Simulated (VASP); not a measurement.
# Si2Ge (P6/mmm) in VASP: further runs

The runs below take Si2Ge through single point, relaxation of cell and atoms, with PBE.

Program: VASP 6.6.1. These are calculated values, not measurements. Logs are shortened: lines on timing, memory, paths and dates and some standing lists are left out, and cuts for length are marked.

## (1) The cell of the first run

It takes space group P6/mmm (No. 191, hexagonal). The conventional cell has a = 4.633 Å, b = 4.633 Å, c = 2.628 Å, α = 90.00°, β = 90.00°, γ = 120.00°. Within 3.5 Å of Si (site symmetry -6m2) lie 5 Si at 2.63 to 2.67 Å and 6 Ge at 2.98 Å. Ge (site symmetry 6/mmm) has 2 Ge at 2.63 Å and 12 Si at 2.98 Å within 3.5 Å.

## (2) Single point, PBE

INCAR

```
SYSTEM = Si2Ge
PREC = Accurate ; ENCUT = 520
EDIFF = 1E-6 ; ISMEAR = 0
SIGMA = 0.1 ; LREAL = .FALSE.
LASPH = .TRUE. ; NELM = 100
ALGO = Normal ; ISIF = 2
LWAVE = .FALSE. ; LCHARG = .FALSE.
GGA = PE ; NBANDS = 18
```

KPOINTS

```
Automatic mesh
0
G
  6 6 6
  0 0 0
```

POSCAR

```
Si2Ge
1.0
    4.6330632976      0.0000000000      0.0000000000
   -2.3165316488      4.0123505131      0.0000000000
    0.0000000000      0.0000000000      2.6280453047
Si Ge
2 1
Direct
    0.3333333333      0.6666666667      0.5000000000
    0.6666666667      0.3333333333      0.5000000000
    0.0000000000      0.0000000000      0.0000000000
```

Potentials or basis: VASP PAW PBE potentials, release 64 (Si, Ge_d).

Command:

```console
> cat potpaw_PBE.64/Si/POTCAR potpaw_PBE.64/Ge_d/POTCAR > POTCAR
> mpirun -np 1 vasp_std > vasp.out
```

OUTCAR:

```text
SYSTEM = Si2Ge
   PREC = Accurate
   ENCUT = 520
   EDIFF = 1E-6
   ISMEAR = 0
   LREAL = .FALSE.
   LASPH = .TRUE.
   NELM = 100
   ISIF = 2
   GGA = PE

 ion  position               nearest neighbor table
   1  0.333  0.667  0.500-   2 2.67   2 2.67   2 2.67   3 2.98   3 2.98   3 2.98   3 2.98   3 2.98
                             3 2.98
   2  0.667  0.333  0.500-   1 2.67   1 2.67   1 2.67   3 2.98   3 2.98   3 2.98   3 2.98   3 2.98
                             3 2.98
   3  0.000  0.000  0.000-   1 2.98   2 2.98   1 2.98   2 2.98   2 2.98   2 2.98   1 2.98   1 2.98
                             2 2.98   2 2.98   1 2.98   1 2.98

  LATTYP: Found a hexagonal cell.
 ALAT       =     4.6330632976
 C/A-ratio  =     0.5672370818

  Lattice vectors:

 A1 = (   4.6330632976,   0.0000000000,   0.0000000000)
 A2 = (  -2.3165316488,   4.0123505131,   0.0000000000)
 A3 = (   0.0000000000,   0.0000000000,   2.6280453047)

Analysis of symmetry for initial positions (statically):
=====================================================================
 Subroutine PRICEL returns:
 Original cell was already a primitive cell.

 Routine SETGRP: Setting up the symmetry group for a
 hexagonal supercell.

 Subroutine GETGRP returns: Found 24 space group operations
 (whereof 24 operations were pure point group operations)
 out of a pool of 24 trial point group operations.

The static configuration has the point symmetry D_6h.

Analysis of symmetry for dynamics (positions and initial velocities):
=====================================================================
 Subroutine PRICEL returns:
 Original cell was already a primitive cell.

 Routine SETGRP: Setting up the symmetry group for a
 hexagonal supercell.

 Subroutine GETGRP returns: Found 24 space group operations
 (whereof 24 operations were pure point group operations)
 out of a pool of 24 trial point group operations.

The dynamic configuration has the point symmetry D_6h.

 Subroutine INISYM returns: Found 24 space group operations
 (whereof 24 operations are pure point group operations),
 and found     1 'primitive' translations

----------------------------------------------------------------------------------------

                                     Primitive cell

  volume of cell :      48.8540

  direct lattice vectors                    reciprocal lattice vectors
     4.633063298  0.000000000  0.000000000     0.215839918  0.124615234  0.000000000
    -2.316531649  4.012350513  0.000000000     0.000000000  0.249230469  0.000000000
     0.000000000  0.000000000  2.628045305     0.000000000  0.000000000  0.380510944

  length of vectors
     4.633063298  4.633063298  2.628045305     0.249230469  0.249230469  0.380510944

  position of ions in fractional coordinates (direct lattice)
     0.333333333  0.666666667  0.500000000
     0.666666667  0.333333333  0.500000000
     0.000000000  0.000000000  0.000000000

  ion indices of the primitive-cell ions
   primitive index   ion index
                 1           1
                 2           2
                 3           3

----------------------------------------------------------------------------------------

 KPOINTS: Automatic mesh

Automatic generation of k-mesh.
 Grid dimensions read from file:
 generate k-points for:    6    6    6

 Generating k-lattice:

  Cartesian coordinates                     Fractional coordinates (reciprocal lattice)
     0.035973320  0.020769206  0.000000000     0.166666667  0.000000000  0.000000000
     0.000000000  0.041538411  0.000000000     0.000000000  0.166666667  0.000000000
     0.000000000  0.000000000  0.063418491     0.000000000  0.000000000  0.166666667

  Length of vectors
     0.041538411  0.041538411  0.063418491

  Shift w.r.t. Gamma in fractional coordinates (k-lattice)
     0.000000000  0.000000000  0.000000000

 Subroutine IBZKPT returns following result:
 ===========================================

 Found     28 irreducible k-points:

 Following reciprocal coordinates:
            Coordinates               Weight
  0.000000  0.000000  0.000000      1.000000
  0.166667  0.000000  0.000000      6.000000
  0.333333 -0.000000  0.000000      6.000000
  0.500000 -0.000000  0.000000      3.000000
  0.166667  0.166667  0.000000      6.000000
  0.333333  0.166667  0.000000     12.000000
[... 16 lines left out ...]
  0.166667  0.000000  0.500000      6.000000
  0.333333 -0.000000  0.500000      6.000000
 [... further k-points ...]
   k-points           NKPTS =     28   k-points in BZ     NKDIM =     28   number of bands    NBANDS=     18
   number of dos      NEDOS =    301   number of ions     NIONS =      3
   total plane-waves  NPLWV =  25920
   dimension x,y,z NGX =    36 NGY =   36 NGZ =   20
   dimension x,y,z NGXF=    72 NGYF=   72 NGZF=   40
   ions per type =               2   1
   NGX,Y,Z   is equivalent  to a cutoff of  12.92, 12.92, 12.65 a.u.
   NGXF,Y,Z  is equivalent  to a cutoff of  25.84, 25.84, 25.30 a.u.
 SYSTEM =  Si2Ge
   PREC   = accura    normal or accurate (medium, high low for compatibility)
   ISTART =      0    job   : 0-new  1-cont  2-samecut
   ICHARG =      2    charge: 1-file 2-atom 10-const
   ISPIN  =      1    spin polarized calculation?
   LNONCOLLINEAR =      F non collinear calculations
   LSORBIT =      F    spin-orbit coupling
   LASPH  =      T    aspherical Exc in radial PAW
   ENCUT  =  520.0 eV  38.22 Ry    6.18 a.u.   8.61  8.61  4.89*2*pi/ulx,y,z
   NELM   =    100;   NELMIN=  2; NELMDL= -5     # of ELM steps
   EDIFF  = 0.1E-05   stopping-criterion for ELM
   LREAL  =      F    real-space projection
   EDIFFG = 0.1E-04   stopping-criterion for IOM
   NSW    =      0    number of steps for IOM
   IBRION =     -1    ionic relax: 0-MD 1-quasi-New 2-CG
   NFREE  =      0    steps in history (QN), initial steepest desc. (CG)
   ISIF   =      2    stress and relaxation
   ISYM   =      2    0-nonsym 1-usesym 2-fastsym
   POTIM  = 0.5000    time-step for ionic-motion
   TEBEG  =    0.0;   TEEND  =   0.0 temperature during run
   PSTRESS=    0.0 pullay stress
   NELECT =      22.0000    total number of electrons
   NUPDOWN=      -1.0000    fix difference up-down
   EMIN   =  10.00;   EMAX   =-10.00  energy-range for DOS
   EFERMI =   0.00;   METHOD = LEGACY
   ISMEAR =     0;   SIGMA  =   0.10  broadening in eV -4-tet -1-fermi 0-gaus
   EFERMI_NEDOS =   21; number of points for ismear=-14 and -15
   IALGO  =     38    algorithm
   IMIX   =      4    mixing-type and parameters
     AMIX     =   0.40;   BMIX     =  1.00
     AMIX_MAG =   1.60;   BMIX_MAG =  1.00
  volume/ion in A,a.u.               =      16.28       109.89
  Fermi-wavevector in a.u.,A,eV,Ry     =   1.254823  2.371271 21.423466  1.574580
  Thomas-Fermi vector in A             =   2.388609
   LORBIT       =      0    0 simple, 1 ext, 2 COOP (PROOUT), +10 PAW based schemes
   GGA     = PE    functional components
   LHFCALC =     F    Hartree Fock is set to
   AEXX    =    0.0000 exact exchange contribution
   IVDW    =     0    specifies the selected vdW correction
   LEPSILON=     F    determine dielectric tensor
   LRPA    =     F    only Hartree local field effects (RPA)
 non-spin polarized calculation
 Gauss-broadening in eV      SIGMA  =   0.10
  energy-cutoff  :      520.00
  volume of cell :       48.85
 maximum number of plane-waves:      1342
 NGX is ok and might be reduce to    36
   NGX = 17   NGY = 17   NGZ =  9

 number of electron      21.9999999 magnetization

 Free energy of the ion-electron system (eV)
  ---------------------------------------------------
  ext. energy  EPLUGINS =         0.00000000
  ---------------------------------------------------
  free energy    TOTEN  =       -14.02278528 eV

  energy without entropy =      -14.01462361  energy(sigma->0) =      -14.01870444

 E-fermi :   8.7142     XC(G=0): -11.1554

 val. band max:        8.6751388475   @ k =   0.3333   0.1667   0.5000
 cond. band min:       8.7567486893   @ k =   0.3333   0.1667   0.3333
 fundamental gap:      0.0816098417
 Fermi energy:         8.7141561147

 k-point     1 :       0.0000    0.0000    0.0000
  band No.  band energies     occupation
      1     -16.5275      2.00000
      2     -16.3885      2.00000
      3     -16.3885      2.00000
      4     -16.3244      2.00000
      5     -16.3244      2.00000
      6      -5.2063      2.00000
[... 10 lines left out ...]
     17      19.9126      0.00000
     18      20.4408      0.00000

 k-point     2 :       0.1667    0.0000    0.0000
  band No.  band energies     occupation
      1     -16.5274      2.00000
      2     -16.3887      2.00000
      3     -16.3881      2.00000
      4     -16.3244      2.00000
      5     -16.3244      2.00000
      6      -4.9569      2.00000
[... 10 lines left out ...]
     17      19.3427      0.00000
     18      19.9549      0.00000

 k-point     3 :       0.3333   -0.0000    0.0000
  band No.  band energies     occupation
      1     -16.5271      2.00000
      2     -16.3889      2.00000
      3     -16.3871      2.00000
      4     -16.3245      2.00000
      5     -16.3244      2.00000
      6      -4.2167      2.00000
[... 10 lines left out ...]
     17      17.9348      0.00000
     18      19.4063      0.00000

 k-point     4 :       0.5000   -0.0000    0.0000
  band No.  band energies     occupation
      1     -16.5269      2.00000
      2     -16.3890      2.00000
      3     -16.3866      2.00000
      4     -16.3246      2.00000
      5     -16.3244      2.00000
      6      -3.2496      2.00000
[... 375 lines left out ...]
      4     -16.3746      2.00000
      5     -16.2576      2.00000
      6      -0.1376      2.00000
[... 10 lines left out ...]
     17      10.2749      0.00000
     18      11.9110      0.00000

 k-point    23 :       0.1667    0.0000    0.5000
  band No.  band energies     occupation
      1     -16.4297      2.00000
      2     -16.4293      2.00000
      3     -16.3746      2.00000
      4     -16.3743      2.00000
      5     -16.2573      2.00000
      6       0.1173      2.00000
[... 10 lines left out ...]
     17      12.1008      0.00000
     18      12.9328      0.00000

 k-point    24 :       0.3333   -0.0000    0.5000
  band No.  band energies     occupation
      1     -16.4304      2.00000
      2     -16.4295      2.00000
      3     -16.3747      2.00000
      4     -16.3737      2.00000
      5     -16.2567      2.00000
      6       0.8771      2.00000
[... 10 lines left out ...]
     17      14.8677      0.00000
     18      15.0139      0.00000

 [... further k-points ...]

------------------------ aborting loop because EDIFF is reached ----------------------------------------

  FORCE on cell =-STRESS in cart. coord.  units (eV):
  Direction    XX          YY          ZZ          XY          YZ          ZX
  --------------------------------------------------------------------------------------
  -------------------------------------------------------------------------------------
  Total       -0.0278030     -0.0278030      0.0495967      0.0000000      0.0000000     -0.0000000
  in kB       -0.9118067     -0.9118067      1.6265365      0.0000000      0.0000000     -0.0000000
  external PRESSURE =      -0.0656923 kB  Pullay stress =       0.0000000 kB

 VOLUME and BASIS-vectors are now :
 -----------------------------------------------------------------------------
  energy-cutoff  :      520.00
  volume of cell :       48.85
      direct lattice vectors                 reciprocal lattice vectors
     4.633063298  0.000000000  0.000000000     0.215839918  0.124615234  0.000000000
    -2.316531649  4.012350513  0.000000000     0.000000000  0.249230469  0.000000000
     0.000000000  0.000000000  2.628045305     0.000000000  0.000000000  0.380510944

 POSITION                                       TOTAL-FORCE (eV/Angst)
 -----------------------------------------------------------------------------------
     -0.00000      2.67490      1.31402         0.000000      0.000000     -0.000000
      2.31653      1.33745      1.31402        -0.000000      0.000000      0.000000
      0.00000      0.00000      0.00000        -0.000000      0.000000     -0.000000
 -----------------------------------------------------------------------------------
    total drift:                                0.000000     -0.000000      0.000000

  FREE ENERGIE OF THE ION-ELECTRON SYSTEM (eV)
  ---------------------------------------------------
  free  energy   TOTEN  =       -14.0227852794 eV

  energy  without entropy=      -14.0146236061  energy(sigma->0) =      -14.01870444
```

It took 34 s on 1 thread of Intel Xeon 8259CL, shared host; peak memory 0.17 GiB.

Results:

- Free energy: -14.0228 eV
- Pressure: 0.0 GPa
- Band gap on the k mesh: zero (bands 11 and 12 overlap by 5.81 eV)

Stress tensor (GPa, compression positive):
```
-0.09  0.00  0.00
 0.00 -0.09  0.00
 0.00  0.00  0.16
```

Caveat: the k points lie up to 0.40 Å⁻¹ apart, too coarse for converged energies and pressures of a metal.

(Part 1 of 2 ends here.)
